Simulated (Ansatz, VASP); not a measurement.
MgB2: VASP beside Ansatz

```xyz
3
Lattice="3.0657 0.0000 0.0000 -1.5329 2.6550 0.0000 0.0000 0.0000 3.5205" Properties=species:S:1:pos:R:3 pbc="T T T"
Mg    0.0000    0.0000    0.0000
B     0.0000    1.7700    1.7603
B     1.5329    0.8850    1.7603
```

Alike in both runs: functional r2SCAN; k mesh 15 × 15 × 12; occupations gaussian, width 0.1 eV; no spin polarisation.

Ansatz relaxed the structure, and its values are those at the end. VASP's run is a single point on that final structure, the one shown.

|  | VASP | Ansatz |
| --- | --- | --- |
| version | VASP 6.6.1 | Ansatz 0.2.0 |
| potentials or method | VASP PAW PBE potentials, release 64 (Mg, B), cutoff 520 eV | scalar-relativistic, plane waves, PAW |
| valence electrons in the cell | 8 | 16 |

VASP gave:

* gap on the k mesh at the Fermi level (eV): none
* pressure (GPa): -0.4

Q: Which values does Ansatz return?

A: gap on the k mesh at the Fermi level (eV): none; pressure (GPa): 0.0.

VASP's potentials were made for PBE, not for r2SCAN. A gap of «none» marks a metal or a gap that the smearing closes. VASP's potentials hold 8 valence electrons a cell and Ansatz's 16, so a difference there can come from the potentials and not from the codes.
